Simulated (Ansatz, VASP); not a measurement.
Ir2Pt in VASP and in Ansatz

```xyz
3
Lattice="4.4558 0.0000 0.0000 -2.2279 3.8588 0.0000 0.0000 0.0000 2.6573" Properties=species:S:1:pos:R:3 pbc="T T T"
Ir    0.0000    2.5726    1.3286
Ir    2.2279    1.2863    1.3286
Pt    0.0000    0.0000    0.0000
```

Change from the starting cell: species swapped into the EuSi2 type (P6/mmm, No. 191).

Alike in both runs: functional PBE; k mesh 6 × 6 × 4; occupations gaussian, width 0.1 eV; no spin polarisation.

Ansatz relaxed the structure, and its values are those at the end. VASP's run is a single point on that final structure, the one shown.

|  | VASP | Ansatz |
| --- | --- | --- |
| version | VASP 6.6.1 | Ansatz 0.2.0 |
| potentials or method | VASP PAW PBE potentials, release 64 (Ir, Pt), cutoff 500 eV | scalar-relativistic, plane waves, PAW |
| valence electrons in the cell | 28 | 52 |

```csv
,VASP,Ansatz,Ansatz less VASP
gap on the k mesh at the Fermi level (eV),none,none,-
pressure (GPa),-0.1,-0.1,-0.01
```

A gap of «none» marks a metal or a gap that the smearing closes. The functional is the same, so the differences come from potentials, cutoffs and numerics. VASP's potentials hold 28 valence electrons a cell and Ansatz's 52, so a difference there can come from the potentials and not from the codes.

The k mesh is coarse, so the values compare programs but aren't converged. Neither program's run includes spin-orbit coupling.
